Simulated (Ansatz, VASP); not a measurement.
## One calculation of SiGeO4, two programs

```
CELL_PARAMETERS angstrom
5.46135 0.00000 0.00000
-2.73067 4.72967 0.00000
0.00000 0.00000 8.91530
ATOMIC_POSITIONS crystal
Si 0.33333 0.66667 0.93753
Si 0.66667 0.33333 0.43753
Ge 0.66667 0.33333 0.06243
Ge 0.33333 0.66667 0.56243
O 0.01140 0.50570 0.99788
O 0.49430 0.50570 0.99788
O 0.49430 0.98860 0.99788
O 0.33333 0.66667 0.75638
O 0.66667 0.33333 0.25638
O 0.50570 0.01140 0.49788
O 0.50570 0.49430 0.49788
O 0.98860 0.49430 0.49788
```

Alike in both runs: functional PBE; k mesh 6 × 6 × 2; occupations gaussian, width 0.1 eV; no spin polarisation.

Ansatz relaxed the structure, and its values are those at the end. VASP's run is a single point on that final structure, the one shown.

```csv
,VASP,Ansatz
version,VASP 6.6.1,Ansatz 0.2.0
potentials or method,"VASP PAW PBE potentials, release 64 (Si, Ge_d, O), cutoff 520 eV","scalar-relativistic, plane waves, PAW"
valence electrons in the cell,84,84
```

```tsv
	VASP	Ansatz	Ansatz less VASP
gap on the k mesh at the Fermi level (eV)	4.06	4.07	+0.005
least direct gap on the mesh (eV)	4.06	4.07	+0.005
pressure (GPa)	0.1	0.3	+0.26
rms of the force components (eV/Å)	0.048	0.002	-0.0462
```
